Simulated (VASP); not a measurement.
Input of a VASP 6.6.1 run:

Contents of INCAR:

```
SYSTEM = C
PREC     = Accurate       ! precision mode
ENCUT    = 600            ! plane-wave cutoff, eV
EDIFF    = 1E-6           ! SCF threshold, eV
ISMEAR   = 0              ! smearing method
SIGMA    = 0.15           ! smearing width, eV
LREAL    = .FALSE.        ! projectors in reciprocal space
LASPH    = .TRUE.         ! aspherical terms in the spheres
NELM     = 120            ! most SCF steps
ALGO     = Normal         ! electronic algorithm
ISIF     = 2              ! what is computed and relaxed
LWAVE    = .FALSE.        ! write WAVECAR
LCHARG   = .FALSE.        ! write CHGCAR
GGA      = PS             ! functional
IVDW     = 12             ! dispersion correction
NBANDS   = 16             ! bands
GGA_COMPAT= .FALSE.
```

File KPOINTS:

```
Automatic mesh
0
G
  18 12 10
  0 0 0
```

POSCAR

```
C
1.0
   -2.4576582504      0.0000000000      0.0000000000
    0.0000000000      0.0000000000     -3.5294825081
    0.0000000000     -4.2567889574      0.0000000000
C
4
Direct
    0.5000000000      0.0000000000      0.1878093639
    0.0000000000      0.0000000000      0.6666666667
    0.0000000000      0.0000000000      0.3121906361
    0.5000000000      0.0000000000      0.8333333333
```

Potentials or basis: VASP PAW PBE potentials, release 64 (C).

Launch:

```sh
$ cat potpaw_PBE.64/C/POTCAR > POTCAR
$ mpirun -np 1 vasp_std > vasp.out
```

Estimate the pressure.

4.7 GPa.

Predict the dispersion energy per atom.

-0.104 eV.

Forces in eV/Å, atoms in the order of the input:
```
C    0.000  7.934  0.000
C    0.000  0.775  0.000
C    0.000 -7.934  0.000
C    0.000 -0.775  0.000
```

Caveat: the cell differs from its parent crystal (mode 8 frozen in at -0.045 Å and mode 12 at -0.045 Å (largest displacements)); the PAW data sets were made with another functional, which shifts forces and pressure a little.
